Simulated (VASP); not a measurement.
A run of VASP 6.6.1 is set up as follows.

The input INCAR:

```
SYSTEM = Ir
PREC = Accurate
ENCUT = 560
EDIFF = 1E-6
ISMEAR = -1
SIGMA = 0.1
LREAL = .FALSE.
LASPH = .TRUE.
NELM = 120
ALGO = Normal
ISIF = 2
LWAVE = .FALSE.
LCHARG = .FALSE.
GGA = CA
NBANDS = 14
GGA_COMPAT = .FALSE.
```

Contents of KPOINTS:

```
regular mesh
0
G
  19 19 19
  0 0 0
```

POSCAR

```
Ir
1.0
    0.0000000000      1.9060969603      1.9060969603
    1.9060969603      0.0000000000      1.9060969603
    1.9060969603      1.9060969603      0.0000000000
Ir
1
Direct
    0.0000000000      0.0000000000      0.0000000000
```

Potentials or basis: VASP PAW LDA potentials, release 64 (Ir_sv_GW).

Launch:

```console
$ cat potpaw_LDA.64/Ir_sv_GW/POTCAR > POTCAR
$ mpirun -np 1 vasp_std > vasp.out
```

(1) Predict the pressure.

(2) Predict the band gap on the k mesh.

Results:

(1) -0.3 GPa.

(2) zero (an odd number of electrons rules out a gap without spin polarisation).

Caveat: spin-orbit coupling is left out, which moves the levels of the heavy elements.
